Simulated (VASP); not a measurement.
Set up this calculation in VASP 6.6.1, as the native input.

```yaml
Task: single point
Functional: PBE
Potentials_or_basis: VASP PAW PBE potentials, release 64 (C)
Cutoff: 520 eV
k_mesh: 25 × 25 × 25
Occupations: fermi-dirac, width 0.08 eV
Spin: no spin polarisation
Dipole_correction: no
Further_INCAR_settings: ALGO = Normal; EDIFF = 1e-06; NBANDS = 11
```

The structure of C lies in POSCAR:

```
C
1.0
   -1.1541731767      1.1541731767      1.6323105246
    1.1541731767     -1.1541731767      1.6323105246
    1.1541731767      1.1541731767     -1.6323105246
C
2
Direct
   -0.3750000000     -0.1250000000     -0.2500000000
    0.3750000000      0.1250000000      0.2500000000
```

The input as run:

INCAR

```
SYSTEM = C
PREC     = Accurate       ! precision mode
ENCUT    = 520            ! plane-wave cutoff, eV
EDIFF    = 1E-6           ! SCF threshold, eV
ISMEAR   = -1             ! smearing method
SIGMA    = 0.08           ! smearing width, eV
LREAL    = .FALSE.        ! projectors in reciprocal space
LASPH    = .TRUE.         ! aspherical terms in the spheres
NELM     = 60             ! most SCF steps
ALGO     = Normal         ! electronic algorithm
ISIF     = 2              ! what is computed and relaxed
LWAVE    = .FALSE.        ! write WAVECAR
LCHARG   = .FALSE.        ! write CHGCAR
GGA      = PE             ! functional
NBANDS   = 11             ! bands
```

KPOINTS

```
regular mesh
0
G
  25 25 25
  0 0 0
```

Potentials or basis: VASP PAW PBE potentials, release 64 (C).

The run is started by

```sh
$ cat potpaw_PBE.64/C/POTCAR > POTCAR
$ mpirun -np 1 vasp_std > vasp.out
```

It gave:

* Pressure: 191.8 GPa
* Band gap on the k mesh: 4.77 eV, indirect (least direct gap 6.33 eV)

Run time: 40 s on 1 thread of Intel(R) Xeon(R) 6975P-C (Granite Rapids) (shared host), peak memory 0.19 GiB.
